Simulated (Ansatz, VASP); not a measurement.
AsP2: VASP beside Ansatz

```
P As
1.0
     3.86809    0.00000    0.00000
    -1.93405    3.34987    0.00000
     0.00000    0.00000    9.50786
P As
4 2
Direct
  0.66667 0.33333 0.35953
  0.33333 0.66667 0.64047
  0.33333 0.66667 0.85953
  0.66667 0.33333 0.14047
  0.00000 0.00000 0.50000
  0.00000 0.00000 0.00000
```

Alike in both runs: task relaxation of cell and atoms; functional PBE; k mesh 12 × 12 × 4; occupations gaussian, width 0.1 eV; no spin polarisation.

|  | VASP | Ansatz |
| --- | --- | --- |
| version | VASP 6.6.1 | Ansatz 0.2.0 |
| potentials or method | VASP PAW PBE potentials, release 64 (P, As), cutoff 600 eV | scalar-relativistic, plane waves, PAW |
| valence electrons in the cell | 30 | 50 |

Ansatz gave:

| Quantity | Value |
| --- | --- |
| gap on the k mesh at the Fermi level, each at its own relaxed structure (eV) | none |
| relaxed volume (Å³/atom) | 20.83 |
| relaxed length of the cell vector where the two differ most in proportion (Å) | 9.283 |

**Question.** Estimate VASP's values.

**Answer.** gap on the k mesh at the Fermi level, each at its own relaxed structure (eV): none; relaxed volume (Å³/atom): 20.83; relaxed length of the cell vector where the two differ most in proportion (Å): 9.277.

A gap of «none» marks a metal or a gap that the smearing closes. VASP's potentials hold 30 valence electrons a cell and Ansatz's 50, so a difference there can come from the potentials and not from the codes.
